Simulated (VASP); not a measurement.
Input of a VASP 6.6.1 run:

File POSCAR:

```
GaN
1.0
    3.0557730310      0.0000000000      0.0000000000
   -1.5278865155      2.6463770731      0.0000000000
    0.0000000000      0.0000000000      5.2840008476
Ga N
2 2
Direct
    0.6666666667      0.3333333333      0.5044806400
    0.3333333333      0.6666666667      1.0044806400
    0.6666666667      0.3333333333      0.8705193600
    0.3333333333      0.6666666667      0.3705193600
```

INCAR.step1

```
SYSTEM = GaN
ALGO = Normal ; EDIFF = 1E-4
ENCUT = 520 ; GGA = PE
ISMEAR = 0 ; LASPH = .TRUE.
LCHARG = .FALSE. ; LREAL = .FALSE.
LWAVE = .TRUE. ; NBANDS = 26
NELM = 100 ; PREC = Accurate
SIGMA = 0.02
```

The input INCAR.step2:

```
SYSTEM = GaN
ALGO = Normal ; EDIFF = 1E-6
ENCUT = 520 ; ISIF = 2
ISMEAR = 0 ; ISTART = 1
LASPH = .TRUE. ; LCHARG = .FALSE.
LMIXTAU = .TRUE. ; LREAL = .FALSE.
LWAVE = .FALSE. ; METAGGA = R2SCAN
NBANDS = 26 ; NELM = 100
PREC = Accurate ; SIGMA = 0.02
```

Contents of KPOINTS:

```
k-points
0
G
  12 12 6
  0 0 0
```

Potentials or basis: VASP PAW PBE potentials, release 64 (Ga_d, N).

Run with:

```bash
$ cat potpaw_PBE.64/Ga_d/POTCAR potpaw_PBE.64/N/POTCAR > POTCAR
$ cp INCAR.step1 INCAR
$ mpirun -np 1 vasp_std > vasp.out
$ cp INCAR.step2 INCAR
$ mpirun -np 1 vasp_std > vasp.out
```

Question: Estimate the pressure.

Answer: 15.1 GPa.

Question: Estimate the band gap on the k mesh.

Answer: 2.40 eV.

Forces in eV/Å, atoms in the order of the input:
```
Ga   0.000  0.000  0.019
Ga   0.000  0.000  0.019
N    0.000  0.000 -0.019
N    0.000  0.000 -0.019
```

Caveat: the cell differs from its parent crystal (biaxial strain in the a-b plane: -4.0 %, then relaxed in part); the cell stands under pressure; the PAW data sets were made with another functional, which shifts forces and pressure a little.
